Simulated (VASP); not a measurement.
A run of VASP 6.6.1 is set up as follows.

The input INCAR:

```
PREC = Accurate ; ENCUT = 520
EDIFF = 1E-6 ; ISMEAR = 0
SIGMA = 0.01 ; LREAL = False
LASPH = True ; NELM = 150
ALGO = Normal ; ISIF = 2
LWAVE = False ; LCHARG = False
MAGMOM = 0 0 0 0 0 0 ; LORBIT = 11
LSORBIT = True ; GGA_COMPAT = False
LORBMOM = True ; GGA = CA
NBANDS = 32
```

Contents of KPOINTS:

```
Automatic mesh
0
Gamma
  10 10 10
```

Contents of POSCAR:

```
PbSe
1.0
    0.0000000000      3.0852684027      3.0852684027
    3.0852684027      0.0000000000      3.0852684027
    3.0852684027      3.0852684027      0.0000000000
Pb Se
1 1
Direct
    0.0000000000      0.0000000000      0.0000000000
    0.5000000000      0.5000000000      0.5000000000
```

Potentials or basis: VASP PAW LDA potentials, release 64 (Pb_d, Se).

Launch:

```sh
$ cat potpaw_LDA.64/Pb_d/POTCAR potpaw_LDA.64/Se/POTCAR > POTCAR
$ mpirun -np 1 vasp_ncl > vasp.out
```

Estimate the pressure.

-3.3 GPa.

Estimate the net moment.

0.00 μB per cell.

Moments on the atoms (μB; x, y, z):
```
Pb  0.00 0.00 0.00
Se  0.00 0.00 0.00
```
